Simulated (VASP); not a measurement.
# Zr3Nb6Ni11 in VASP: a series of runs, part 2 of 2

VASP 6.6.1. Earlier steps stand in the parts before.

## (4) Single point, PBE

Contents of INCAR:

```
SYSTEM = Zr3Nb6Ni11
PREC = Accurate
ENCUT = 520
EDIFF = 1E-7
ISMEAR = -1
SIGMA = 0.05
LREAL = Auto
LASPH = .TRUE.
NELM = 80
ALGO = Normal
ISIF = 2
LWAVE = .FALSE.
LCHARG = .FALSE.
GGA = PE
NBANDS = 128
ISYM = 0
```

Contents of KPOINTS:

```
Automatic mesh
0
Gamma
  1 1 1
  0.25 0.25 0.25
```

Contents of POSCAR:

```
Zr3Nb6Ni11
1.0
    6.8173460000     -0.1384310000     -0.2966090000
   -0.1384310000      6.6843640000     -0.0322140000
   -0.2966090000     -0.0322140000      6.7019700000
Ni Nb Zr
11 6 3
Direct
    0.7394848832      0.9081615356      0.2576408709
    0.3984887906      0.4940995092      0.6660697203
    0.5398525759      0.2405047840      0.8865458595
    0.8090643572      0.1572631340      0.5182666954
    0.6291640031      0.5927890591      0.0312610788
    0.8510861046      0.9911078607      0.8941144689
    0.7863223003      0.5723662033      0.3675005224
    0.6338222007      0.7732618559      0.6751744974
    0.4319548903      0.0222031824      0.5405477735
    0.1240966204      0.4509872874      0.4029108276
    0.3833064875      0.6903617487      0.3208145467
    0.7917132443      0.4595223182      0.7209221058
    0.8629870389      0.2834516759      0.1364009142
    0.4425616284      0.9042107078      0.9725664254
   -0.0035358852      0.7109753892      0.0870358396
    0.2385821457      0.4265879252      0.0159807810
    0.4933255042      0.3165587991      0.3225832717
    0.1216349414      0.7522030416      0.6332925225
    0.1415879679      0.0431003516      0.2431947174
    0.1579603535      0.2049421381      0.6978717405
```

Launch:

```console
$ cat potpaw_PBE.64/Ni/POTCAR potpaw_PBE.64/Nb_sv/POTCAR potpaw_PBE.64/Zr_sv/POTCAR > POTCAR
$ mpirun -np 1 vasp_std > vasp.out
```

Run time: 2.6 min. Hardware: 1 thread of Intel Xeon 6975P-C (Granite Rapids), shared host; peak memory 0.36 GiB.

It converged, with:

```yaml
Free_energy: -146.2638 eV
Pressure: -0.6 GPa
Largest_force: 1.234 eV/Å
Band_gap_on_the_k_mesh: 0.08 eV
```

Forces in eV/Å, atoms in the order of the input:
```
Ni  -0.624 -0.084 -0.178
Ni   0.798  0.418 -0.008
Ni  -0.155  0.099 -0.184
Ni  -0.291 -0.713 -0.048
Ni  -0.942 -0.282 -0.392
Ni  -0.449  0.405 -0.671
Ni  -0.556  0.702  0.757
Ni   0.516  0.340 -0.292
Ni   0.545 -0.199  0.137
Ni  -0.052 -0.433 -0.470
Ni   0.314  0.514 -0.345
Nb   0.635 -0.590  0.754
Nb  -0.462  0.440 -0.027
Nb   0.316 -0.818  0.250
Nb   0.063 -0.595 -0.222
Nb   0.093  0.957  0.200
Nb   0.037  0.106  0.365
Zr  -0.230  0.489  0.302
Zr   0.670  0.400  0.437
Zr  -0.225 -1.157 -0.367
```

Stress tensor (GPa, compression positive):
```
-2.34 -1.52  2.88
-1.52  5.13  2.16
 2.88  2.16 -4.47
```

Levels at points of the mesh, in eV from the valence-band top:
| k point | band 110 | band 111 | band 112 | band 113 | band 114 | band 115 |
| --- | --- | --- | --- | --- | --- | --- |
| (0.25, 0.25, 0.25) | -0.24 | -0.09 | 0.00 | 0.08 | 0.14 | 0.31 |

Caveat: the k points lie up to 0.94 Å⁻¹ apart.

## (5) Single point, PBE

Contents of INCAR:

```
SYSTEM = Zr3Nb6Ni11
ALGO = Normal
EDIFF = 1E-7
ENCUT = 520
GGA = PE
ISIF = 2
ISMEAR = -1
ISYM = 0
LASPH = .TRUE.
LCHARG = .FALSE.
LREAL = Auto
LWAVE = .FALSE.
NBANDS = 128
NELM = 100
PREC = Accurate
SIGMA = 0.05
```

KPOINTS is that of step 4.

Contents of POSCAR:

```
Zr3Nb6Ni11
1.0
    6.8173460000     -0.1384310000     -0.2966090000
   -0.1384310000      6.6843640000     -0.0322140000
   -0.2966090000     -0.0322140000      6.7019700000
Ni Nb Zr
11 6 3
Direct
    0.7302092149      0.9296028263      0.2669980395
    0.4196231941      0.5188539543      0.6767192896
    0.5458551017      0.2387424773      0.8854644807
    0.8047246145      0.1439373492      0.5435463544
    0.6057249433      0.5853280146      0.0453963874
    0.8334351012      1.0113602120      0.8988494890
    0.7682740921      0.5970897375      0.3779473288
    0.6683160719      0.7751826671      0.6704367964
    0.4657464483      0.0189236048      0.5417370107
    0.1238966502      0.4676046630      0.3933270782
    0.3825706176      0.7033015059      0.3409894468
    0.8123999273      0.4419811973      0.7422819130
    0.8505843253      0.2947946238      0.1518697458
    0.4523601724      0.8679990465      0.9637395900
   -0.0274268661      0.6973335733      0.0844714089
    0.2358475540      0.4566735994      0.0083800421
    0.4905011138      0.3122415877      0.3401275439
    0.1209110068      0.7588303013      0.6488829780
    0.1669588837      0.0389253511      0.2516275735
    0.1815816082      0.1881739983      0.7108703227
```

Launch:

```console
$ cat potpaw_PBE.64/Ni/POTCAR potpaw_PBE.64/Nb_sv/POTCAR potpaw_PBE.64/Zr_sv/POTCAR > POTCAR
$ mpirun -np 1 vasp_std > vasp.out
```

Wall time 3.3 min (1 thread of Intel Xeon 6975P-C (Granite Rapids), shared host); peak memory 0.36 GiB.

Results (log left out):

| Item | Value |
| --- | --- |
| Free energy | -146.9711 eV |
| Pressure | -1.0 GPa |
| Largest force | 1.574 eV/Å |
| Band gap on the k mesh | 0.13 eV |

Forces in eV/Å, atoms in the order of the input:
```
Ni  -0.477 -0.209 -0.683
Ni  -0.127 -0.085  0.124
Ni  -0.542 -0.104  0.235
Ni   0.449 -0.516 -0.057
Ni   0.274 -1.488 -0.435
Ni   0.422  0.265 -0.138
Ni   0.199 -0.327  0.880
Ni   0.821  0.144  0.211
Ni  -0.398 -0.528  0.511
Ni  -0.055 -0.867  0.443
Ni   0.589  0.464 -0.691
Nb   0.260  0.270 -0.059
Nb   0.169 -0.368  0.814
Nb  -0.379  1.248 -0.049
Nb  -0.304  1.500 -0.055
Nb  -0.430 -0.383  0.009
Nb   0.122  0.954 -0.139
Zr  -0.356 -0.120 -0.126
Zr  -0.009  0.105  0.006
Zr  -0.228  0.045 -0.803
```

Stress tensor (GPa, compression positive):
```
-1.69 -0.86  2.03
-0.86  4.77  1.73
 2.03  1.73 -6.01
```

Levels at points of the mesh, in eV from the valence-band top:
| k point | band 110 | band 111 | band 112 | band 113 | band 114 | band 115 |
| --- | --- | --- | --- | --- | --- | --- |
| (0.25, 0.25, 0.25) | -0.17 | -0.08 | 0.00 | 0.13 | 0.17 | 0.28 |

Caveat: the k points lie up to 0.94 Å⁻¹ apart.

## (6) Single point, PBE

Contents of INCAR:

```
PREC = Accurate
ENCUT = 520
EDIFF = 1E-6
ISMEAR = -1
SIGMA = 0.05
LREAL = Auto
LASPH = True
NELM = 80
ALGO = Normal
ISIF = 2
LWAVE = False
LCHARG = True
GGA = PE
LELF = True
LVHAR = True
NBANDS = 128
ISYM = 0
```

KPOINTS is that of step 5.

Contents of POSCAR:

```
Zr3Nb6Ni11
1.0
    6.8173460000     -0.1384310000     -0.2966090000
   -0.1384310000      6.6843640000     -0.0322140000
   -0.2966090000     -0.0322140000      6.7019700000
Ni Nb Zr
11 6 3
Direct
    0.6996168341      0.9162287099      0.2478905518
    0.4246352046      0.5310435402      0.6997468893
    0.5370669917      0.2234743418      0.8642243856
    0.8113993390      0.1161947344      0.5385881231
    0.5761780986      0.5425763292      0.0498470097
    0.8684223661      1.0433521218      0.9018993572
    0.7701793437      0.5890954716      0.4005980699
    0.7015889167      0.7863172359      0.6711047663
    0.4660661073     -0.0069942467      0.5551285800
    0.1305941800      0.4659169332      0.3918200853
    0.3993563247      0.7113998752      0.3246544995
    0.8125167142      0.4375851736      0.7588651007
    0.8483073658      0.2933853589      0.1659059523
    0.4322724628      0.8751838298      0.9780025985
   -0.0606476642      0.7154438340      0.0710102648
    0.2093329543      0.4300092884      0.0147586989
    0.5049878665      0.3150500800      0.3600744213
    0.1058366692      0.7507166366      0.6546589576
    0.1614103326      0.0403163028      0.2568029261
    0.1681006536      0.1980618658      0.6877216000
```

Potentials or basis: VASP PAW PBE potentials, release 64 (Ni, Nb_sv, Zr_sv).

Launch:

```console
$ cat potpaw_PBE.64/Ni/POTCAR potpaw_PBE.64/Nb_sv/POTCAR potpaw_PBE.64/Zr_sv/POTCAR > POTCAR
$ mpirun -np 1 vasp_std > vasp.out
```

Run time: 2.4 min. Hardware: 1 thread of Intel Xeon 6975P-C (Granite Rapids), shared host; peak memory 0.36 GiB.

It converged, with:

```yaml
Free_energy: -147.7950 eV
Pressure: -1.8 GPa
Largest_force: 1.174 eV/Å
Band_gap_on_the_k_mesh: 0.10 eV
```

Forces in eV/Å, atoms in the order of the input:
```
Ni  -0.006  0.321  0.074
Ni  -0.101  0.217 -0.520
Ni  -0.162 -0.280  0.115
Ni  -0.063 -0.114  0.057
Ni   0.806  0.029 -0.185
Ni   0.072 -0.187 -0.340
Ni   0.084  0.167 -0.628
Ni   0.262  0.085  0.993
Ni  -1.018  0.288  0.311
Ni   0.421 -0.142  0.077
Ni  -0.201 -0.251  0.095
Nb  -0.215  0.077 -0.554
Nb  -0.279 -0.209  0.887
Nb   0.543 -0.583 -0.754
Nb  -0.260  0.087  0.427
Nb  -0.118  0.588  0.344
Nb  -1.124  0.139  0.310
Zr   0.359  0.083 -0.434
Zr   0.422 -0.137  0.321
Zr   0.578 -0.176 -0.594
```

Stress tensor (GPa, compression positive):
```
-3.09 -0.24  0.99
-0.24  1.76  2.53
 0.99  2.53 -4.22
```

Levels at points of the mesh, in eV from the valence-band top:
```
           k point  band 110  band 111  band 112  band 113  band 114  band 115
(0.25, 0.25, 0.25)     -0.14     -0.12      0.00      0.10      0.27      0.35
```

Caveat: the k points lie up to 0.94 Å⁻¹ apart.
